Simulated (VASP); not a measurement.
Re:

```
Re
1.0
    -1.54251    1.54251    1.54251
     1.54251   -1.54251    1.54251
     1.54251    1.54251   -1.54251
Re
1
Direct
  0.00000 0.00000 0.00000
```

Base run:

* Program: VASP 6.6.1
* Functional: r2SCAN
* Potentials or basis: VASP PAW PBE potentials, release 64 (Re)
* Cutoff: 520 eV
* k mesh: 20 × 20 × 20
* Occupations: gaussian, width 0.1 eV
* Spin: no spin polarisation

Its results: pressure 4.1 GPa.

Question: The run is repeated on the same cell with these changes: functional from r2SCAN to PBEsol. What comes out?

Answer: Pressure 0.0 GPa.

Caveats: the PAW data sets were made with another functional, which shifts forces and pressure a little.
